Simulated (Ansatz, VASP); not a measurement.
## Mg6F in VASP and in Ansatz

```
CELL_PARAMETERS angstrom
3.20344 0.00000 0.00000
-1.60172 7.81532 0.00000
0.00000 0.00000 20.98511
ATOMIC_POSITIONS crystal
Mg 0.84939 0.69878 0.19061
Mg 0.52100 0.04200 0.21976
Mg 0.19261 0.38523 0.24891
Mg 0.37107 0.74148 0.32830
Mg 0.04262 0.08345 0.35424
Mg 0.71282 0.42511 0.38051
F 0.71282 0.80011 0.55826
```

Alike in both runs: task single point; functional PBE; k mesh 9 × 4 × 1; occupations gaussian, width 0.1 eV; no spin polarisation.

```csv
,VASP,Ansatz
version,VASP 6.6.1,Ansatz 0.2.0
potentials or method,"VASP PAW PBE potentials, release 64 (Mg, F), cutoff 520 eV","scalar-relativistic, plane waves, PAW"
valence electrons in the cell,19,67
```

Ansatz gave:

| Item | Value |
| --- | --- |
| gap on the k mesh at the Fermi level (eV) | none |
| rms of the force components (eV/Å) | 0.119 |

Which values does VASP return?

gap on the k mesh at the Fermi level (eV): none; rms of the force components (eV/Å): 0.118.

Atom by atom the forces differ by 0.003 eV/Å (rms over components). A gap of «none» marks a metal or a gap that the smearing closes. VASP's potentials hold 19 valence electrons a cell and Ansatz's 67, so a difference there can come from the potentials and not from the codes.
